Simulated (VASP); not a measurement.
# AlNi in VASP: single point with PBE

Aim: the single point of AlNi with PBE.

Program: VASP 6.6.1. These are calculated values, not measurements. Logs are shortened: lines on timing, memory, paths and dates and some standing lists are left out, and cuts for length are marked.

## Step 1: The cell of the first run

The cell holds a slab with vacuum, 2 atoms: a = 2.894 Å, b = 4.092 Å, c = 16.000 Å, α = 90.00°, β = 90.00°, γ = 90.00°.

## Step 2: Single point, PBE

Contents of INCAR:

```
PREC = Accurate
ENCUT = 520
EDIFF = 1E-6
ISMEAR = -1
SIGMA = 0.1
LREAL = F
LASPH = T
NELM = 120
ALGO = Normal
ISIF = 2
LWAVE = F
LCHARG = F
LDIPOL = T
IDIPOL = 3
DIPOL = 0.5 0.5 0.500
GGA = PE
NBANDS = 14
GGA_COMPAT = F
NELMDL = -8
```

Contents of KPOINTS:

```
regular mesh
0
Gamma
  13 9 1
```

Contents of POSCAR:

```
AlNi
1.0
    2.8935740570      0.0000000000      0.0000000000
    0.0000000000      4.0921316751      0.0000000000
    0.0000000000      0.0000000000     16.0000000000
Ni Al
1 1
Direct
    0.7500000000      0.2500000000      0.5000000000
    0.2500000000      0.7500000000      0.5000000000
```

Potentials or basis: VASP PAW PBE potentials, release 64 (Ni, Al).

Command:

```
cat potpaw_PBE.64/Ni/POTCAR potpaw_PBE.64/Al/POTCAR > POTCAR
mpirun -np 1 vasp_std > vasp.out
```

OUTCAR:

```text
PREC = Accurate
   ENCUT = 520
   EDIFF = 1E-6
   ISMEAR = -1
   LREAL = F
   LASPH = T
   NELM = 120
   ISIF = 2
   GGA = PE
   NELMDL = -8

 ion  position               nearest neighbor table
   1  0.750  0.250  0.500-   2 2.51   2 2.51   2 2.51   2 2.51
   2  0.250  0.750  0.500-   1 2.51   1 2.51   1 2.51   1 2.51

  LATTYP: Found a simple orthorhombic cell.
 ALAT       =     2.8935740570
 B/A-ratio  =     1.4142135624
 C/A-ratio  =     5.5294938663

  Lattice vectors:

 A1 = (   2.8935740570,   0.0000000000,   0.0000000000)
 A2 = (   0.0000000000,   4.0921316751,   0.0000000000)
 A3 = (   0.0000000000,   0.0000000000,  16.0000000000)

Analysis of symmetry for initial positions (statically):
=====================================================================
 Subroutine PRICEL returns:
 Original cell was already a primitive cell.

 Routine SETGRP: Setting up the symmetry group for a
 simple orthorhombic supercell.

 Subroutine GETGRP returns: Found  8 space group operations
 (whereof  2 operations were pure point group operations)
 out of a pool of  8 trial point group operations.

The static configuration has the point symmetry C_1h.
 The point group associated with its full space group is D_2h.

Analysis of symmetry for dynamics (positions and initial velocities):
=====================================================================
 Subroutine PRICEL returns:
 Original cell was already a primitive cell.

 Routine SETGRP: Setting up the symmetry group for a
 simple orthorhombic supercell.

 Subroutine GETGRP returns: Found  8 space group operations
 (whereof  2 operations were pure point group operations)
 out of a pool of  8 trial point group operations.

The dynamic configuration has the point symmetry C_1h.
 The point group associated with its full space group is D_2h.

 Subroutine INISYM returns: Found  8 space group operations
 (whereof  2 operations are pure point group operations),
 and found     1 'primitive' translations

----------------------------------------------------------------------------------------

                                     Primitive cell

  volume of cell :     189.4542

  direct lattice vectors                    reciprocal lattice vectors
     2.893574057  0.000000000  0.000000000     0.345593367  0.000000000  0.000000000
     0.000000000  4.092131675  0.000000000     0.000000000  0.244371413  0.000000000
     0.000000000  0.000000000 16.000000000     0.000000000  0.000000000  0.062500000

  length of vectors
     2.893574057  4.092131675 16.000000000     0.345593367  0.244371413  0.062500000

  position of ions in fractional coordinates (direct lattice)
     0.750000000  0.250000000  0.500000000
     0.250000000  0.750000000  0.500000000

  ion indices of the primitive-cell ions
   primitive index   ion index
                 1           1
                 2           2

----------------------------------------------------------------------------------------

 KPOINTS: regular mesh

Automatic generation of k-mesh.
 Grid dimensions read from file:
 generate k-points for:   13    9    1

 Generating k-lattice:

  Cartesian coordinates                     Fractional coordinates (reciprocal lattice)
     0.026584105  0.000000000  0.000000000     0.076923077  0.000000000  0.000000000
     0.000000000  0.027152379  0.000000000     0.000000000  0.111111111  0.000000000
     0.000000000  0.000000000  0.062500000     0.000000000  0.000000000  1.000000000

  Length of vectors
     0.026584105  0.027152379  0.062500000

  Shift w.r.t. Gamma in fractional coordinates (k-lattice)
     0.000000000  0.000000000  0.000000000

 Subroutine IBZKPT returns following result:
 ===========================================

 Found     35 irreducible k-points:

 Following reciprocal coordinates:
            Coordinates               Weight
  0.000000  0.000000  0.000000      1.000000
  0.076923  0.000000  0.000000      2.000000
  0.153846  0.000000  0.000000      2.000000
  0.230769  0.000000  0.000000      2.000000
  0.307692  0.000000  0.000000      2.000000
  0.384615  0.000000  0.000000      2.000000
[... 16 lines left out ...]
  0.076923  0.333333  0.000000      4.000000
  0.153846  0.333333  0.000000      4.000000
 [... further k-points ...]
   k-points           NKPTS =     35   k-points in BZ     NKDIM =     35   number of bands    NBANDS=     14
   number of dos      NEDOS =    301   number of ions     NIONS =      2
   total plane-waves  NPLWV =  86400
   dimension x,y,z NGX =    24 NGY =   30 NGZ =  120
   dimension x,y,z NGXF=    48 NGYF=   60 NGZF=  240
   ions per type =               1   1
   NGX,Y,Z   is equivalent  to a cutoff of  13.79, 12.19, 12.47 a.u.
   NGXF,Y,Z  is equivalent  to a cutoff of  27.58, 24.38, 24.94 a.u.
 SYSTEM =  unknown system
   PREC   = accura    normal or accurate (medium, high low for compatibility)
   ISTART =      0    job   : 0-new  1-cont  2-samecut
   ICHARG =      2    charge: 1-file 2-atom 10-const
   ISPIN  =      1    spin polarized calculation?
   LNONCOLLINEAR =      F non collinear calculations
   LSORBIT =      F    spin-orbit coupling
   LASPH  =      T    aspherical Exc in radial PAW
   ENCUT  =  520.0 eV  38.22 Ry    6.18 a.u.   5.38  7.61 29.75*2*pi/ulx,y,z
   NELM   =    120;   NELMIN=  2; NELMDL= -8     # of ELM steps
   EDIFF  = 0.1E-05   stopping-criterion for ELM
   LREAL  =      F    real-space projection
   EDIFFG = 0.1E-04   stopping-criterion for IOM
   NSW    =      0    number of steps for IOM
   IBRION =     -1    ionic relax: 0-MD 1-quasi-New 2-CG
   NFREE  =      0    steps in history (QN), initial steepest desc. (CG)
   ISIF   =      2    stress and relaxation
   ISYM   =      2    0-nonsym 1-usesym 2-fastsym
   POTIM  = 0.5000    time-step for ionic-motion
   TEBEG  =    0.0;   TEEND  =   0.0 temperature during run
   PSTRESS=    0.0 pullay stress
   NELECT =      13.0000    total number of electrons
   NUPDOWN=      -1.0000    fix difference up-down
   EMIN   =  10.00;   EMAX   =-10.00  energy-range for DOS
   EFERMI =   0.00;   METHOD = LEGACY
   ISMEAR =    -1;   SIGMA  =   0.10  broadening in eV -4-tet -1-fermi 0-gaus
   EFERMI_NEDOS =   21; number of points for ismear=-14 and -15
   IALGO  =     38    algorithm
   IMIX   =      4    mixing-type and parameters
     AMIX     =   0.40;   BMIX     =  1.00
     AMIX_MAG =   1.60;   BMIX_MAG =  1.00
  volume/ion in A,a.u.               =      94.73       639.25
  Fermi-wavevector in a.u.,A,eV,Ry     =   0.670226  1.266543  6.111775  0.449203
  Thomas-Fermi vector in A             =   1.745679
   LORBIT       =      0    0 simple, 1 ext, 2 COOP (PROOUT), +10 PAW based schemes
   GGA     = PE    functional components
   LHFCALC =     F    Hartree Fock is set to
   AEXX    =    0.0000 exact exchange contribution
   IVDW    =     0    specifies the selected vdW correction
   LEPSILON=     F    determine dielectric tensor
   LRPA    =     F    only Hartree local field effects (RPA)
 non-spin polarized calculation
  energy-cutoff  :      520.00
  volume of cell :      189.45
 maximum number of plane-waves:      5139
 NGX is ok and might be reduce to    24
   NGX = 11   NGY = 15   NGZ = 59

 number of electron      13.0000000 magnetization

 dipolmoment           0.000000      0.000000     -0.000000 electrons x Angstroem

 Free energy of the ion-electron system (eV)
  ---------------------------------------------------
  ext. energy  EPLUGINS =         0.00000000
  ---------------------------------------------------
  free energy    TOTEN  =        -8.16567946 eV

  energy without entropy =       -8.11317621  energy(sigma->0) =       -8.13942784

 E-fermi :  -2.7872     XC(G=0):  -2.7756

 val. band max:       -2.7917091069   @ k =   0.0769   0.1111   0.0000
 cond. band min:      -2.6521063244   @ k =   0.3846   0.3333   0.0000
 fundamental gap:      0.1396027825
 Fermi energy:        -2.7871741800

 k-point     1 :       0.0000    0.0000    0.0000
  band No.  band energies     occupation
      1      -9.7673      2.00000
      2      -4.7315      2.00000
      3      -3.7899      1.99991
      4      -3.6882      1.99976
      5      -3.4628      1.99768
      6      -3.3555      1.99322
      7      -3.0968      1.91344
      8      -1.7437      0.00006
      9       1.1412      0.00000
     10       1.8472      0.00000
     11       1.9854      0.00000
     12       2.3627      0.00000
     13       4.3734      0.00000
     14       4.7291      0.00000

 k-point     2 :       0.0769    0.0000    0.0000
  band No.  band energies     occupation
      1      -9.6614      2.00000
      2      -4.6878      2.00000
      3      -3.9119      1.99997
      4      -3.6767      1.99973
      5      -3.4577      1.99755
      6      -3.4463      1.99726
      7      -2.9182      1.57507
      8      -1.5304      0.00001
      9       1.2401      0.00000
     10       1.9098      0.00000
     11       2.0918      0.00000
     12       2.4643      0.00000
     13       4.4762      0.00000
     14       4.7453      0.00000

 k-point     3 :       0.1538    0.0000    0.0000
  band No.  band energies     occupation
      1      -9.3459      2.00000
      2      -4.5715      2.00000
      3      -4.1763      2.00000
      4      -3.6447      1.99962
      5      -3.6009      1.99942
      6      -3.4000      1.99565
      7      -2.5393      0.15477
      8      -0.9898      0.00000
      9       1.5347      0.00000
     10       2.0728      0.00000
     11       2.4104      0.00000
     12       2.7526      0.00000
     13       3.2675      0.00000
     14       4.7827      0.00000

 k-point     4 :       0.2308    0.0000    0.0000
  band No.  band energies     occupation
      1      -8.8281      2.00000
      2      -4.4549      2.00000
      3      -4.4299      2.00000
      4      -3.7341      1.99985
      5      -3.5994      1.99941
      6      -3.3323      1.99145
      7      -1.9942      0.00072
      8      -0.2461      0.00000
      9       1.2227      0.00000
     10       2.0549      0.00000
     11       2.5736      0.00000
     12       2.9397      0.00000
     13       3.3042      0.00000
     14       5.2729      0.00000

 k-point     5 :       0.3077    0.0000    0.0000
  band No.  band energies     occupation
      1      -8.1234      2.00000
      2      -4.6883      2.00000
      3      -4.3577      2.00000
      4      -3.8489      1.99995
      5      -3.5512      1.99904
      6      -3.2554      1.98165
      7      -1.2701      0.00000
      8      -0.3660      0.00000
      9       0.6465      0.00000
     10       2.7447      0.00000
     11       3.0671      0.00000
[... 276 lines left out ...]
 k-point    22 :       0.0000    0.3333    0.0000
  band No.  band energies     occupation
      1      -8.8255      2.00000
      2      -5.6921      2.00000
      3      -4.2337      2.00000
      4      -4.0552      1.99999
      5      -3.8341      1.99994
      6      -3.3479      1.99268
      7      -3.0909      1.90842
      8      -1.8341      0.00015
      9       1.2667      0.00000
     10       2.0366      0.00000
     11       3.0310      0.00000
     12       3.2943      0.00000
     13       4.7861      0.00000
     14       5.4789      0.00000

 k-point    23 :       0.0769    0.3333    0.0000
  band No.  band energies     occupation
      1      -8.7274      2.00000
      2      -5.6043      2.00000
      3      -4.1985      2.00000
      4      -4.1143      2.00000
      5      -3.7699      1.99989
      6      -3.3270      1.99099
      7      -3.1638      1.95475
      8      -1.7164      0.00004
      9       1.3711      0.00000
     10       2.1344      0.00000
     11       3.1393      0.00000
     12       3.3932      0.00000
     13       4.8458      0.00000
     14       5.5847      0.00000

 k-point    24 :       0.1538    0.3333    0.0000
  band No.  band energies     occupation
      1      -8.4367      2.00000
      2      -5.3592      2.00000
      3      -4.2143      2.00000
      4      -4.1021      2.00000
      5      -3.6420      1.99961
      6      -3.3289      1.99116
      7      -3.2634      1.98306
      8      -1.4040      0.00000
      9       1.6806      0.00000
     10       2.4126      0.00000
     11       3.4635      0.00000
     12       3.6022      0.00000
     13       4.0512      0.00000
     14       5.3311      0.00000

 [... further k-points ...]

------------------------ aborting loop because EDIFF is reached ----------------------------------------

 vacuum level on the upper side and lower side of the slab       (xc-potential included)        -0.129        -0.129

  FORCE on cell =-STRESS in cart. coord.  units (eV):
  Direction    XX          YY          ZZ          XY          YZ          ZX
  --------------------------------------------------------------------------------------
  -------------------------------------------------------------------------------------
  Total       -4.2329287     -3.8801308      0.0008716      0.0000000      0.0000000      0.0000000
  in kB      -35.7970590    -32.8135153      0.0073708      0.0000000      0.0000000      0.0000000
  external PRESSURE =     -22.8677345 kB  Pullay stress =       0.0000000 kB

 VOLUME and BASIS-vectors are now :
 -----------------------------------------------------------------------------
  energy-cutoff  :      520.00
  volume of cell :      189.45
      direct lattice vectors                 reciprocal lattice vectors
     2.893574057  0.000000000  0.000000000     0.345593367  0.000000000  0.000000000
     0.000000000  4.092131675  0.000000000     0.000000000  0.244371413  0.000000000
     0.000000000  0.000000000 16.000000000     0.000000000  0.000000000  0.062500000

 POSITION                                       TOTAL-FORCE (eV/Angst)
 -----------------------------------------------------------------------------------
      2.17018      1.02303      8.00000         0.000000      0.000000      0.000000
      0.72339      3.06910      8.00000         0.000000      0.000000      0.000000
 -----------------------------------------------------------------------------------
    total drift:                                0.000000     -0.000000     -0.000000

  FREE ENERGIE OF THE ION-ELECTRON SYSTEM (eV)
  ---------------------------------------------------
  free  energy   TOTEN  =        -8.1656794639 eV

  energy  without entropy=       -8.1131762130  energy(sigma->0) =       -8.13942784

 vacuum level on the upper side and lower side of the slab         1.821         1.821
```

It took 97 s on 1 thread of Intel Xeon Platinum 8375C at 2.90GHz (Ice Lake), shared host; peak memory 0.31 GiB.

What came out:

```
Free energy            : -8.1657 eV
Band gap on the k mesh : zero (an odd number of electrons rules out a gap without spin polarisation)
```

Spin polarisation is off, so any magnetic state and its effect on volume and gap are missing.
